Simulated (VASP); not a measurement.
# Mo (Im-3m) in VASP: a series of runs, part 2 of 2

VASP 6.6.1. Earlier steps stand in the parts before.

## Step 3: Single point, LDA

Contents of INCAR:

```
ALGO = Normal
EDIFF = 1E-7
ENCUT = 520
GGA = CA
ISIF = 2
ISMEAR = -1
LASPH = T
LCHARG = T
LELF = T
LREAL = F
LVHAR = T
LWAVE = F
NBANDS = 13
NELM = 80
PREC = Accurate
SIGMA = 0.1
```

Contents of KPOINTS:

```
k-points
0
Gamma
  5 5 5
```

Contents of POSCAR:

```
Mo
1.0
   -1.5565618036      1.5565618036      1.5565618036
    1.5565618036     -1.5565618036      1.5565618036
    1.5565618036      1.5565618036     -1.5565618036
Mo
1
Direct
    0.0000000000      0.0000000000      0.0000000000
```

Potentials or basis: VASP PAW LDA potentials, release 64 (Mo_sv).

Started as:

```
> cat potpaw_LDA.64/Mo_sv/POTCAR > POTCAR
> mpirun -np 1 vasp_std > vasp.out
```

OUTCAR:

```text
EDIFF = 1E-7
   ENCUT = 520
   GGA = CA
   ISIF = 2
   ISMEAR = -1
   LASPH = T
   LREAL = F
   NELM = 80
   PREC = Accurate

 ion  position               nearest neighbor table
   1  0.000  0.000  0.000-

  LATTYP: Found a body centered cubic cell.
 ALAT       =     3.1131236072

  Lattice vectors:

 A1 = (  -1.5565618036,   1.5565618036,   1.5565618036)
 A2 = (   1.5565618036,  -1.5565618036,   1.5565618036)
[... 321 lines left out ...]
     11      25.2744      0.00000
     12      25.2744      0.00000
     13      32.1616      0.00000

------------------------ aborting loop because EDIFF is reached ----------------------------------------

  FORCE on cell =-STRESS in cart. coord.  units (eV):
  Direction    XX          YY          ZZ          XY          YZ          ZX
  --------------------------------------------------------------------------------------
  -------------------------------------------------------------------------------------
  Total       -0.1712113     -0.1712113     -0.1712113      0.0000000      0.0000000      0.0000000
  in kB      -18.1837736    -18.1837736    -18.1837736      0.0000000      0.0000000      0.0000000
  external PRESSURE =     -18.1837736 kB  Pullay stress =       0.0000000 kB

 VOLUME and BASIS-vectors are now :
 -----------------------------------------------------------------------------
  energy-cutoff  :      520.00
  volume of cell :       15.09
      direct lattice vectors                 reciprocal lattice vectors
    -1.556561804  1.556561804  1.556561804     0.000000000  0.321220782  0.321220782
     1.556561804 -1.556561804  1.556561804     0.321220782  0.000000000  0.321220782
     1.556561804  1.556561804 -1.556561804     0.321220782  0.321220782  0.000000000

 POSITION                                       TOTAL-FORCE (eV/Angst)
 -----------------------------------------------------------------------------------
      0.00000      0.00000      0.00000         0.000000     -0.000000      0.000000
 -----------------------------------------------------------------------------------
    total drift:                                0.000000     -0.000000      0.000000

  FREE ENERGIE OF THE ION-ELECTRON SYSTEM (eV)
  ---------------------------------------------------
  free  energy   TOTEN  =       -12.1973679300 eV

  energy  without entropy=      -12.1587147519  energy(sigma->0) =      -12.17804134
```

Run time: 5.1 s. Hardware: 1 thread of Intel Xeon 8259CL, shared host; peak memory 0.11 GiB.

What came out:

```yaml
Free_energy: -12.1974 eV
Pressure: -1.8 GPa
Band_gap_on_the_k_mesh: zero (band 7 reaches 15.42 eV, above the bottom of band 8 at 11.65 eV)
```

Caveat: the k points lie up to 0.57 Å⁻¹ apart.

## Step 4: Single point, LDA

Contents of INCAR:

```
SYSTEM = Mo
  ALGO = Normal
  EDIFF = 1E-6
  ENCUT = 520
  GGA = CA
  ISIF = 2
  ISMEAR = -1
  LASPH = .True.
  LCHARG = .False.
  LREAL = .False.
  LWAVE = .False.
  NBANDS = 13
  NELM = 80
  PREC = Accurate
  SIGMA = 0.1
```

Contents of KPOINTS:

```
k-points
0
Gamma
  7 7 7
  0 0 0
```

POSCAR is that of step 3.

Started as:

```
> cat potpaw_LDA.64/Mo_sv/POTCAR > POTCAR
> mpirun -np 1 vasp_std > vasp.out
```

Run time: 6.9 s. Hardware: 1 thread of Intel Xeon 8259CL, shared host; peak memory 0.12 GiB.

Results (log left out):

* Free energy: -12.1106 eV
* Pressure: 1.4 GPa
* Band gap on the k mesh: zero (band 7 reaches 16.11 eV, above the bottom of band 8 at 11.61 eV)

Levels at points of the mesh, in eV from the Fermi level:
```csv
k point,band 3,band 4,band 5,band 6,band 7,band 8,band 9,band 10,band 11,band 12
"(0.00, 0.00, 0.00)",-34.28,-34.28,-7.33,-1.43,-1.43,-1.43,1.71,1.71,14.88,14.88
```

Caveat: the k points lie up to 0.41 Å⁻¹ apart.

## Step 5: Single point, LDA

Contents of INCAR:

```
SYSTEM = Mo
PREC     = Accurate       ! precision mode
ENCUT    = 520            ! plane-wave cutoff, eV
EDIFF    = 1E-6           ! SCF threshold, eV
ISMEAR   = -1             ! smearing method
SIGMA    = 0.1            ! smearing width, eV
LREAL    = .FALSE.        ! projectors in reciprocal space
LASPH    = .TRUE.         ! aspherical terms in the spheres
NELM     = 80             ! most SCF steps
ALGO     = Normal         ! electronic algorithm
ISIF     = 2              ! what is computed and relaxed
LWAVE    = .FALSE.        ! write WAVECAR
LCHARG   = .FALSE.        ! write CHGCAR
GGA      = CA             ! functional
NBANDS   = 13             ! bands
```

Contents of KPOINTS:

```
Automatic mesh
0
G
  9 9 9
  0 0 0
```

POSCAR is that of step 4.

Potentials or basis: VASP PAW LDA potentials, release 64 (Mo_sv).

Started as:

```
> cat potpaw_LDA.64/Mo_sv/POTCAR > POTCAR
> mpirun -np 1 vasp_std > vasp.out
```

OUTCAR:

```text
SYSTEM = Mo
   PREC = Accurate
   ENCUT = 520
   EDIFF = 1E-6
   ISMEAR = -1
   LREAL = .FALSE.
   LASPH = .TRUE.
   NELM = 80
   ISIF = 2
   GGA = CA

 ion  position               nearest neighbor table
   1  0.000  0.000  0.000-

  LATTYP: Found a body centered cubic cell.
 ALAT       =     3.1131236072

  Lattice vectors:

 A1 = (  -1.5565618036,   1.5565618036,   1.5565618036)
 A2 = (   1.5565618036,  -1.5565618036,   1.5565618036)
 A3 = (   1.5565618036,   1.5565618036,  -1.5565618036)

Analysis of symmetry for initial positions (statically):
[... 552 lines left out ...]
      6      10.4050      2.00000
      7      11.1142      2.00000
      8      13.8169      0.00061
      9      16.9178      0.00000
     10      20.5077      0.00000
     11      24.4230      0.00000
     12      27.3343      0.00000
     13      30.0047      0.00000

 [... further k-points ...]
[... 5 lines left out ...]
  --------------------------------------------------------------------------------------
  -------------------------------------------------------------------------------------
  Total        0.0655863      0.0655863      0.0655863     -0.0000000      0.0000000     -0.0000000
  in kB        6.9656997      6.9656997      6.9656997     -0.0000000      0.0000000     -0.0000000
  external PRESSURE =       6.9656997 kB  Pullay stress =       0.0000000 kB

 VOLUME and BASIS-vectors are now :
 -----------------------------------------------------------------------------
  energy-cutoff  :      520.00
  volume of cell :       15.09
      direct lattice vectors                 reciprocal lattice vectors
    -1.556561804  1.556561804  1.556561804     0.000000000  0.321220782  0.321220782
     1.556561804 -1.556561804  1.556561804     0.321220782  0.000000000  0.321220782
     1.556561804  1.556561804 -1.556561804     0.321220782  0.321220782  0.000000000

 POSITION                                       TOTAL-FORCE (eV/Angst)
 -----------------------------------------------------------------------------------
      0.00000      0.00000      0.00000         0.000000     -0.000000     -0.000000
 -----------------------------------------------------------------------------------
    total drift:                                0.000000     -0.000000      0.000000

  FREE ENERGIE OF THE ION-ELECTRON SYSTEM (eV)
  ---------------------------------------------------
  free  energy   TOTEN  =       -12.1565757897 eV

  energy  without entropy=      -12.1390433951  energy(sigma->0) =      -12.14780959
```

Wall time 11 s (1 thread of Intel Xeon 8259CL, shared host); peak memory 0.12 GiB.

Results:

| Quantity | Value |
| --- | --- |
| Free energy | -12.1566 eV |
| Pressure | 0.7 GPa |
| Band gap on the k mesh | zero (band 7 reaches 16.49 eV, above the bottom of band 8 at 11.60 eV) |

Levels at points of the mesh, in eV from the Fermi level:
```csv
k point,band 5,band 6,band 7,band 8,band 9,band 10
"(0.00, 0.00, 0.00)",-7.30,-1.41,-1.41,-1.41,1.73,1.73
```

## Step 6: Single point, LDA

Contents of INCAR:

```
  ALGO = Normal
  EDIFF = 1E-6
  ENCUT = 520
  GGA = CA
  ISIF = 2
  ISMEAR = -1
  LASPH = T
  LCHARG = F
  LREAL = F
  LWAVE = F
  NBANDS = 13
  NELM = 60
  PREC = Accurate
  SIGMA = 0.1
```

Contents of KPOINTS:

```
k-points
0
Gamma
  11 11 11
```

POSCAR is that of step 5.

Potentials or basis: VASP PAW LDA potentials, release 64 (Mo_sv).

Started as:

```
> cat potpaw_LDA.64/Mo_sv/POTCAR > POTCAR
> mpirun -np 1 vasp_std > vasp.out
```

Run time: 14 s. Hardware: 1 thread of Intel Xeon 8259CL, shared host; peak memory 0.12 GiB.

The run converged. Its results:

- Free energy: -12.1229 eV
- Pressure: 0.8 GPa
- Band gap on the k mesh: zero (band 7 reaches 16.73 eV, above the bottom of band 8 at 11.62 eV)

Levels at points of the mesh, in eV from the Fermi level:
```csv
k point,band 4,band 5,band 6,band 7,band 8,band 9,band 10,band 11
"(0.00, 0.00, 0.00)",-34.24,-7.30,-1.40,-1.40,-1.40,1.74,1.74,14.91
```

## Step 7: Overview

```csv
k mesh,gap on the mesh (eV),pressure (GPa)
4 × 4 × 4,none,1.8
5 × 5 × 5,none,-1.8
7 × 7 × 7,none,1.4
9 × 9 × 9,none,0.7
11 × 11 × 11,none,0.8
```

Alike in all rows: task single point; level LDA; potentials or basis VASP PAW LDA potentials, release 64 (Mo_sv); no spin polarisation; cell as given; cutoff (eV) 520; smearing fermi-dirac 0.1 eV.

Caveats: some runs use coarse meshes.

Absolute energies hang on the potentials; compare differences alone.
